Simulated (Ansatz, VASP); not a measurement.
# Sn in VASP and in Ansatz

```
Sn
1.0
     0.00000    3.45706    3.45706
     3.45706    0.00000    3.45706
     3.45706    3.45706    0.00000
Sn
2
Cartesian
  3.4571 3.4571 3.4571
  5.1856 5.1856 5.1856
```

Alike in both runs: task single point; functional PBE; k mesh 14 × 14 × 14; occupations fermi-dirac, width 0.1 eV; no spin polarisation.

```csv
,VASP,Ansatz
version,VASP 6.6.1,Ansatz 0.2.0
potentials or method,"VASP PAW PBE potentials, release 64 (Sn_d), cutoff 520 eV","plane waves (420 eV) with PAW, scalar-relativistic"
valence electrons in the cell,28,28
```

|  | VASP | Ansatz | Ansatz less VASP |
| --- | --- | --- | --- |
| pressure (GPa) | -3.1 | -3.1 | +0.03 |

With one functional, cell and mesh, what is left measures potentials, basis and numerics.
